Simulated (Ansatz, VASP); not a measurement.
# Two plane-wave programs on SrCl2

The input INCAR:

```
SYSTEM = SrCl2
ALGO = Normal ; EDIFF = 1E-6
ENCUT = 520 ; GGA = CA
ISIF = 2 ; ISMEAR = 0
LASPH = .TRUE. ; LCHARG = .FALSE.
LREAL = .FALSE. ; LWAVE = .FALSE.
NBANDS = 19 ; NELM = 80
PREC = Accurate ; SIGMA = 0.01
```

The input KPOINTS:

```
k-points
0
G
  6 6 6
  0 0 0
```

File POSCAR:

```
SrCl2
1.0
    0.0000000000      3.4976509228      3.4976509228
    3.4976509228      0.0000000000      3.4976509228
    3.4976509228      3.4976509228      0.0000000000
Sr Cl
1 2
Direct
    0.0000000000      0.0000000000      0.0000000000
    0.2500000000      0.2500000000      0.2500000000
    0.7500000000      0.7500000000      0.7500000000
```

Input for Ansatz:

```yaml
crystal:
  lattice:
    - [0.0, 3.4976509228, 3.4976509228]
    - [3.4976509228, 0.0, 3.4976509228]
    - [3.4976509228, 3.4976509228, 0.0]
  atoms:
    - { symbol: Sr, position: [0.0, 0.0, 0.0] }
    - { symbol: Cl, position: [0.25, 0.25, 0.25] }
    - { symbol: Cl, position: [0.75, 0.75, 0.75] }
kpoints:
  mp_grid: { grid: [6, 6, 6] }
  band_path:
    path:
      - [0.0, 0.0, 0.0]
      - [0.5, 0.0, 0.5]
      - [0.625, 0.25, 0.625]
      - [0.375, 0.375, 0.75]
      - [0.5, 0.5, 0.5]
      - [0.5, 0.25, 0.75]
      - [0.0, 0.5, 0.5]
    npoints: 1
hamiltonian:
  xc: lda
scf:
  occupations: { method: fixed }
  n_extra_bands: 4
output:
  forces: true
  stress: true
  eigenvalues: true
  write_density: true
  write_potential: true
  elf: true
  volumetric_format: npy
```

Alike in both runs: task single point; functional LDA; k mesh 6 × 6 × 6; no spin polarisation.

```csv
,VASP,Ansatz
version,VASP 6.6.1,Ansatz 0.2.0
potentials or method,"VASP PAW LDA potentials, release 64 (Sr_sv, Cl)","plane waves, PAW"
plane-wave cutoff (eV),520,420
occupations,"gaussian, width 0.01 eV",fixed
valence electrons in the cell,24,24
```

```csv
,VASP,Ansatz,Ansatz less VASP
gap on the k mesh at the Fermi level (eV),4.86,4.85,-0.006
pressure (GPa),-3.0,-3.1,-0.11
```

LDA's correlation is that of Perdew and Zunger in VASP and of Perdew and Wang (1992) in Ansatz.
